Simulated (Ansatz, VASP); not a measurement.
# As4S in VASP and in Ansatz

```
As S
1.0
    -3.00017    3.00017    3.00017
     3.00017   -3.00017    3.00017
     3.00017    3.00017   -3.00017
As S
4 1
Direct
  0.50000 0.50000 0.50000
  0.50000 0.00000 0.00000
  0.00000 0.00000 0.50000
  0.00000 0.50000 0.00000
  0.00000 0.00000 0.00000
```

Change from the starting cell: species swapped into the Hg4Pt type (Im-3m, No. 229).

Alike in both runs: functional PBE; k mesh 10 × 10 × 10; occupations gaussian, width 0.1 eV; no spin polarisation.

Ansatz relaxed the structure, and its values are those at the end. VASP's run is a single point on that final structure, the one shown.

|  | VASP | Ansatz |
| --- | --- | --- |
| version | VASP 6.6.1 | Ansatz 0.2.0 |
| potentials or method | VASP PAW PBE potentials, release 64 (As, S), cutoff 520 eV | scalar-relativistic, plane waves, PAW |
| valence electrons in the cell | 26 | 66 |

```csv
,VASP,Ansatz,Ansatz less VASP
gap on the k mesh at the Fermi level (eV),none,none,-
pressure (GPa),0.0,0.0,-0.02
```

A gap of «none» marks a metal or a gap that the smearing closes. With one functional, cell and mesh, what is left measures potentials, basis and numerics. VASP's potentials hold 26 valence electrons a cell and Ansatz's 66, so a difference there can come from the potentials and not from the codes.
